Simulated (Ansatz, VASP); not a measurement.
## Two plane-wave programs on MnS

```xyz
4
Lattice="1.9004 1.0972 6.1706 -1.9004 1.0972 6.1706 0.0000 -2.1944 6.1706" Properties=species:S:1:pos:R:3 pbc="T T T"
Mn    0.0000    0.0000    0.0000
Mn    0.0000    0.0000    9.2559
S     0.0000    0.0000   13.8838
S     0.0000    0.0000    4.6279
```

Alike in both runs: task single point; functional PBE; k mesh 7 × 7 × 7; occupations fermi-dirac, width 0.1 eV; collinear spin; Hubbard terms Mn d U = 4.4 eV, J = 0.9 eV.

|  | VASP | Ansatz |
| --- | --- | --- |
| version | VASP 6.6.1 | Ansatz 0.2.0 |
| potentials or method | VASP PAW PBE potentials, release 64 (Mn_pv, S), cutoff 520 eV | plane waves, PAW |
| valence electrons in the cell | 38 | 42 |

|  | VASP | Ansatz | Ansatz less VASP |
| --- | --- | --- | --- |
| net moment per atom (μB) | 2.50 | 2.50 | 0.000 |
| size of the moment on the site where the two differ most (μB) | 4.60 | 4.56 | -0.045 |

Site moments also hang on the region over which each program counts them. The programs project onto different local orbitals, so the same U acts differently, and such runs can settle in different states. VASP's potentials hold 38 valence electrons a cell and Ansatz's 42, so a difference there can come from the potentials and not from the codes.
